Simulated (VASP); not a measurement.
# CdSe (P6_3/mmc) in VASP: single point with r2SCAN

Aim: the single point of CdSe with r2SCAN.

Everything below comes from runs of VASP 6.6.1. Logs are shortened: lines on timing, memory, paths and dates and some standing lists are left out, and cuts for length are marked.

### 1 The cell of the first run

It takes space group P6_3/mmc (No. 194, hexagonal). The conventional cell has a = 4.019 Å, b = 4.019 Å, c = 6.383 Å, α = 90.00°, β = 90.00°, γ = 120.00°. Within 3.7 Å of Cd (site symmetry -3m) lie 6 Se at 2.82 Å and 2 Cd at 3.19 Å. Within 3.7 Å of Se (site symmetry -6m2) lie 6 Cd at 2.82 Å.

### 2 Single point, r2SCAN (uniaxial z strain -4.1%)

Input file POSCAR:

```
CdSe
1.0
    4.0193504409      0.0000000000      0.0000000000
   -2.0096752204      3.4808595885      0.0000000000
    0.0000000000      0.0000000000      6.3830583747
Cd Se
2 2
Direct
    0.0000000000      0.0000000000      0.0000000000
    0.0000000000      0.0000000000      0.5000000000
    0.3333333333      0.6666666667      0.2500000000
    0.6666666667      0.3333333333      0.7500000000
```

Input file INCAR.step1:

```
SYSTEM = CdSe
ALGO     = Normal         ! electronic algorithm
EDIFF    = 1E-4           ! SCF threshold, eV
ENCUT    = 520            ! plane-wave cutoff, eV
GGA      = PE             ! functional
ISMEAR   = -1             ! smearing method
LASPH    = .True.         ! aspherical terms in the spheres
LCHARG   = .False.        ! write CHGCAR
LREAL    = .False.        ! projectors in reciprocal space
LWAVE    = .True.         ! write WAVECAR
NBANDS   = 26             ! bands
NELM     = 60             ! most SCF steps
PREC     = Accurate       ! precision mode
SIGMA    = 0.02           ! smearing width, eV
```

Input file INCAR.step2:

```
SYSTEM = CdSe
ALGO     = Normal         ! electronic algorithm
EDIFF    = 1E-6           ! SCF threshold, eV
ENCUT    = 520            ! plane-wave cutoff, eV
ISIF     = 2              ! what is computed and relaxed
ISMEAR   = -1             ! smearing method
ISTART   = 1            
LASPH    = .True.         ! aspherical terms in the spheres
LCHARG   = .False.        ! write CHGCAR
LMIXTAU  = .True.       
LREAL    = .False.        ! projectors in reciprocal space
LWAVE    = .False.        ! write WAVECAR
METAGGA  = R2SCAN         ! meta-GGA
NBANDS   = 26             ! bands
NELM     = 60             ! most SCF steps
PREC     = Accurate       ! precision mode
SIGMA    = 0.02           ! smearing width, eV
```

Input file KPOINTS:

```
k-points
0
Gamma
  12 12 4
  0 0 0
```

Potentials or basis: VASP PAW PBE potentials, release 64 (Cd, Se).

Command:

```
$ cat potpaw_PBE.64/Cd/POTCAR potpaw_PBE.64/Se/POTCAR > POTCAR
$ cp INCAR.step1 INCAR
$ mpirun -np 1 vasp_std > vasp.out
$ cp INCAR.step2 INCAR
$ mpirun -np 1 vasp_std > vasp.out
```

OUTCAR:

```text
SYSTEM = CdSe
   EDIFF = 1E-6
   ENCUT = 520
   ISIF = 2
   ISMEAR = -1
   ISTART = 1
   LASPH = .True.
   LREAL = .False.
   METAGGA = R2SCAN
   NELM = 60
   PREC = Accurate

 ion  position               nearest neighbor table
   1  0.000  0.000  0.000-   3 2.82   4 2.82   3 2.82   4 2.82   4 2.82   3 2.82   2 3.19   2 3.19

   2  0.000  0.000  0.500-   3 2.82   4 2.82   3 2.82   4 2.82   4 2.82   3 2.82   1 3.19   1 3.19

   3  0.333  0.667  0.250-   1 2.82   2 2.82   1 2.82   2 2.82   1 2.82   2 2.82
   4  0.667  0.333  0.750-   1 2.82   2 2.82   1 2.82   2 2.82   1 2.82   2 2.82

  LATTYP: Found a hexagonal cell.
 ALAT       =     4.0193504409
 C/A-ratio  =     1.5880820716

  Lattice vectors:

 A1 = (   4.0193504409,   0.0000000000,   0.0000000000)
 A2 = (  -2.0096752204,   3.4808595885,   0.0000000000)
 A3 = (   0.0000000000,   0.0000000000,   6.3830583747)

Analysis of symmetry for initial positions (statically):
=====================================================================
 Subroutine PRICEL returns:
 Original cell was already a primitive cell.

 Routine SETGRP: Setting up the symmetry group for a
 hexagonal supercell.

 Subroutine GETGRP returns: Found 24 space group operations
 (whereof 12 operations were pure point group operations)
 out of a pool of 24 trial point group operations.

The static configuration has the point symmetry D_3d.
 The point group associated with its full space group is D_6h.

Analysis of symmetry for dynamics (positions and initial velocities):
=====================================================================
 Subroutine PRICEL returns:
 Original cell was already a primitive cell.

 Routine SETGRP: Setting up the symmetry group for a
 hexagonal supercell.

 Subroutine GETGRP returns: Found 24 space group operations
 (whereof 12 operations were pure point group operations)
 out of a pool of 24 trial point group operations.

The dynamic configuration has the point symmetry D_3d.
 The point group associated with its full space group is D_6h.

 Subroutine INISYM returns: Found 24 space group operations
 (whereof 12 operations are pure point group operations),
 and found     1 'primitive' translations

----------------------------------------------------------------------------------------

                                     Primitive cell

  volume of cell :      89.3041

  direct lattice vectors                    reciprocal lattice vectors
     4.019350441  0.000000000  0.000000000     0.248796420  0.143642680  0.000000000
    -2.009675220  3.480859588  0.000000000     0.000000000  0.287285360  0.000000000
     0.000000000  0.000000000  6.383058375     0.000000000  0.000000000  0.156664712

  length of vectors
     4.019350441  4.019350441  6.383058375     0.287285360  0.287285360  0.156664712

  position of ions in fractional coordinates (direct lattice)
     0.000000000  0.000000000  0.000000000
     0.000000000  0.000000000  0.500000000
     0.333333333  0.666666667  0.250000000
     0.666666667  0.333333333  0.750000000

  ion indices of the primitive-cell ions
   primitive index   ion index
                 1           1
                 2           2
                 3           3
                 4           4

----------------------------------------------------------------------------------------

 KPOINTS: k-points

Automatic generation of k-mesh.
 Grid dimensions read from file:
 generate k-points for:   12   12    4

 Generating k-lattice:

  Cartesian coordinates                     Fractional coordinates (reciprocal lattice)
     0.020733035  0.011970223  0.000000000     0.083333333  0.000000000  0.000000000
     0.000000000  0.023940447  0.000000000     0.000000000  0.083333333  0.000000000
     0.000000000  0.000000000  0.039166178     0.000000000  0.000000000  0.250000000

  Length of vectors
     0.023940447  0.023940447  0.039166178

  Shift w.r.t. Gamma in fractional coordinates (k-lattice)
     0.000000000  0.000000000  0.000000000

 Subroutine IBZKPT returns following result:
 ===========================================

 Found     57 irreducible k-points:

 Following reciprocal coordinates:
            Coordinates               Weight
  0.000000  0.000000  0.000000      1.000000
  0.083333 -0.000000  0.000000      6.000000
  0.166667  0.000000  0.000000      6.000000
  0.250000 -0.000000  0.000000      6.000000
  0.333333  0.000000  0.000000      6.000000
  0.416667  0.000000  0.000000      6.000000
[... 16 lines left out ...]
  0.250000 -0.000000  0.250000     12.000000
  0.333333  0.000000  0.250000     12.000000
 [... further k-points ...]
   k-points           NKPTS =     57   k-points in BZ     NKDIM =     57   number of bands    NBANDS=     26
   number of dos      NEDOS =    301   number of ions     NIONS =      4
   total plane-waves  NPLWV =  43200
   dimension x,y,z NGX =    30 NGY =   30 NGZ =   48
   dimension x,y,z NGXF=    60 NGYF=   60 NGZF=   96
   ions per type =               2   2
   NGX,Y,Z   is equivalent  to a cutoff of  12.41, 12.41, 12.50 a.u.
   NGXF,Y,Z  is equivalent  to a cutoff of  24.82, 24.82, 25.00 a.u.
 SYSTEM =  CdSe
   PREC   = accura    normal or accurate (medium, high low for compatibility)
   ISTART =      1    job   : 0-new  1-cont  2-samecut
   ICHARG =      0    charge: 1-file 2-atom 10-const
   ISPIN  =      1    spin polarized calculation?
   LNONCOLLINEAR =      F non collinear calculations
   LSORBIT =      F    spin-orbit coupling
   LASPH  =      T    aspherical Exc in radial PAW
   ENCUT  =  520.0 eV  38.22 Ry    6.18 a.u.   7.47  7.47 11.87*2*pi/ulx,y,z
   NELM   =     60;   NELMIN=  2; NELMDL=  0     # of ELM steps
   EDIFF  = 0.1E-05   stopping-criterion for ELM
   LREAL  =      F    real-space projection
   EDIFFG = 0.1E-04   stopping-criterion for IOM
   NSW    =      0    number of steps for IOM
   IBRION =     -1    ionic relax: 0-MD 1-quasi-New 2-CG
   NFREE  =      0    steps in history (QN), initial steepest desc. (CG)
   ISIF   =      2    stress and relaxation
   ISYM   =      2    0-nonsym 1-usesym 2-fastsym
   POTIM  = 0.5000    time-step for ionic-motion
   TEBEG  =    0.0;   TEEND  =   0.0 temperature during run
   PSTRESS=    0.0 pullay stress
   NELECT =      36.0000    total number of electrons
   NUPDOWN=      -1.0000    fix difference up-down
   EMIN   =  10.00;   EMAX   =-10.00  energy-range for DOS
   EFERMI =   0.00;   METHOD = LEGACY
   ISMEAR =    -1;   SIGMA  =   0.02  broadening in eV -4-tet -1-fermi 0-gaus
   EFERMI_NEDOS =   21; number of points for ismear=-14 and -15
   IALGO  =     38    algorithm
   IMIX   =      4    mixing-type and parameters
     AMIX     =   0.40;   BMIX     =  1.00
     AMIX_MAG =   1.60;   BMIX_MAG =  1.00
  volume/ion in A,a.u.               =      22.33       150.66
  Fermi-wavevector in a.u.,A,eV,Ry     =   1.209350  2.285340 19.898887  1.462527
  Thomas-Fermi vector in A             =   2.344930
   LORBIT       =      0    0 simple, 1 ext, 2 COOP (PROOUT), +10 PAW based schemes
   METAGGA = R2SCAN    functional components
   LHFCALC =     F    Hartree Fock is set to
   AEXX    =    0.0000 exact exchange contribution
   IVDW    =     0    specifies the selected vdW correction
   LEPSILON=     F    determine dielectric tensor
   LRPA    =     F    only Hartree local field effects (RPA)
 non-spin polarized calculation
  energy-cutoff  :      520.00
  volume of cell :       89.30
 maximum number of plane-waves:      2430
 NGX is ok and might be reduce to    30
   NGX = 15   NGY = 15   NGZ = 23

 number of electron      36.0000011 magnetization

 Free energy of the ion-electron system (eV)
  ---------------------------------------------------
  ext. energy  EPLUGINS =         0.00000000
  ---------------------------------------------------
  free energy    TOTEN  =       -71.20258255 eV

  energy without entropy =      -71.20258255  energy(sigma->0) =      -71.20258255

 E-fermi :   2.8998     XC(G=0): -10.7964

 val. band max:        2.5131903333   @ k =   0.2500  -0.0000   0.0000
 cond. band min:       3.2222182901   @ k =   0.0000   0.0000   0.0000
 fundamental gap:      0.7090279568
 Fermi energy:         2.8998333114

 k-point     1 :       0.0000    0.0000    0.0000
  band No.  band energies     occupation
      1     -11.1627      2.00000
      2     -10.0297      2.00000
      3      -6.2132      2.00000
      4      -6.1682      2.00000
      5      -6.1682      2.00000
      6      -5.8066      2.00000
[... 18 lines left out ...]
     25      11.2463      0.00000
     26      11.6047      0.00000

 k-point     2 :       0.0833   -0.0000    0.0000
  band No.  band energies     occupation
      1     -11.1119      2.00000
      2     -10.0384      2.00000
      3      -6.2113      2.00000
      4      -6.1657      2.00000
      5      -6.1085      2.00000
      6      -5.8146      2.00000
[... 18 lines left out ...]
     25      11.3085      0.00000
     26      11.6539      0.00000

 k-point     3 :       0.1667    0.0000    0.0000
  band No.  band energies     occupation
      1     -10.9669      2.00000
      2     -10.0612      2.00000
      3      -6.2077      2.00000
      4      -6.1629      2.00000
      5      -5.9389      2.00000
      6      -5.8378      2.00000
[... 18 lines left out ...]
     25      10.3762      0.00000
     26      11.3706      0.00000

 k-point     4 :       0.2500   -0.0000    0.0000
  band No.  band energies     occupation
      1     -10.7524      2.00000
      2     -10.0896      2.00000
      3      -6.2077      2.00000
      4      -6.1673      2.00000
      5      -5.8854      2.00000
      6      -5.8793      2.00000
[... 18 lines left out ...]
     25      10.9671      0.00000
     26      10.9932      0.00000

 k-point     5 :       0.3333    0.0000    0.0000
  band No.  band energies     occupation
      1     -10.5165      2.00000
      2     -10.1114      2.00000
      3      -6.2178      2.00000
      4      -6.1791      2.00000
      5      -5.9479      2.00000
      6      -5.9280      2.00000
[... 18 lines left out ...]
     25      10.7173      0.00000
     26      12.1764      0.00000

 k-point     6 :       0.4167    0.0000    0.0000
  band No.  band energies     occupation
      1     -10.3379      2.00000
      2     -10.1101      2.00000
      3      -6.2393      2.00000
      4      -6.1911      2.00000
      5      -5.9935      2.00000
      6      -5.9710      2.00000
[... 427 lines left out ...]
 k-point    21 :       0.0833   -0.0000    0.2500
  band No.  band energies     occupation
      1     -10.9813      2.00000
      2     -10.2306      2.00000
      3      -6.1189      2.00000
      4      -6.1010      2.00000
      5      -6.0697      2.00000
      6      -5.8259      2.00000
[... 18 lines left out ...]
     25      10.6033      0.00000
     26      11.0613      0.00000

 k-point    22 :       0.1667    0.0000    0.2500
  band No.  band energies     occupation
      1     -10.8512      2.00000
      2     -10.2142      2.00000
      3      -6.1112      2.00000
      4      -6.0964      2.00000
      5      -5.9677      2.00000
      6      -5.8627      2.00000
[... 18 lines left out ...]
     25      10.2649      0.00000
     26      11.1337      0.00000

 k-point    23 :       0.2500   -0.0000    0.2500
  band No.  band energies     occupation
      1     -10.6612      2.00000
      2     -10.1924      2.00000
      3      -6.1054      2.00000
      4      -6.0981      2.00000
      5      -5.9251      2.00000
      6      -5.8372      2.00000
[... 18 lines left out ...]
     25      10.9002      0.00000
     26      10.9773      0.00000

 k-point    24 :       0.3333    0.0000    0.2500
  band No.  band energies     occupation
      1     -10.4561      2.00000
      2     -10.1690      2.00000
      3      -6.1089      2.00000
      4      -6.1071      2.00000
      5      -5.9520      2.00000
      6      -5.8602      2.00000
[... 18 lines left out ...]
     25      11.3899      0.00000
     26      11.8719      0.00000

 [... further k-points ...]
[... 5 lines left out ...]
  --------------------------------------------------------------------------------------
  -------------------------------------------------------------------------------------
  Total        1.5578070      1.5578070      3.3277703      0.0000000      0.0000000      0.0000000
  in kB       27.9481482     27.9481482     59.7025284      0.0000000      0.0000000      0.0000000
  external PRESSURE =      38.5329416 kB  Pullay stress =       0.0000000 kB

 VOLUME and BASIS-vectors are now :
 -----------------------------------------------------------------------------
  energy-cutoff  :      520.00
  volume of cell :       89.30
      direct lattice vectors                 reciprocal lattice vectors
     4.019350441  0.000000000  0.000000000     0.248796420  0.143642680  0.000000000
    -2.009675220  3.480859588  0.000000000     0.000000000  0.287285360  0.000000000
     0.000000000  0.000000000  6.383058375     0.000000000  0.000000000  0.156664712

 POSITION                                       TOTAL-FORCE (eV/Angst)
 -----------------------------------------------------------------------------------
      0.00000      0.00000      0.00000        -0.000000     -0.000000     -0.000000
      0.00000      0.00000      3.19153        -0.000000     -0.000000     -0.000000
     -0.00000      2.32057      1.59576        -0.000000      0.000000     -0.000000
      2.00968      1.16029      4.78729         0.000000     -0.000000      0.000000
 -----------------------------------------------------------------------------------
    total drift:                                0.000000      0.000000      0.000000

  FREE ENERGIE OF THE ION-ELECTRON SYSTEM (eV)
  ---------------------------------------------------
  free  energy   TOTEN  =       -71.2025825502 eV

  energy  without entropy=      -71.2025825500  energy(sigma->0) =      -71.20258255
```

Wall time 5.8 min (1 thread of Intel Xeon Platinum 8375C at 2.90GHz (Ice Lake), shared host); peak memory 0.29 GiB.

Results:

```yaml
Free_energy: -71.2026 eV
Pressure: 3.9 GPa
Band_gap_on_the_k_mesh: 0.71 eV (least direct gap 0.81 eV)
```

Levels at points of the mesh, in eV from the valence-band top:
```csv
k point,band 16,band 17,band 18,band 19,band 20,band 21
"(0.00, 0.00, 0.00)",-0.50,-0.10,-0.10,0.71,3.20,6.51
"(0.50, 0.00, 0.00)",-2.39,-1.59,-0.01,2.73,3.57,3.85
"(0.00, 0.00, 0.50)",-0.43,-0.43,-0.43,3.10,3.10,6.85
"(0.50, 0.00, 0.50)",-1.37,-1.32,-1.32,2.25,2.25,5.94
```

Caveat: the cell differs from its parent crystal (uniaxial z strain -4.1%); the cell stands under pressure; the PAW data sets were made with another functional, which shifts forces and pressure a little. A k mesh can miss the band edges.
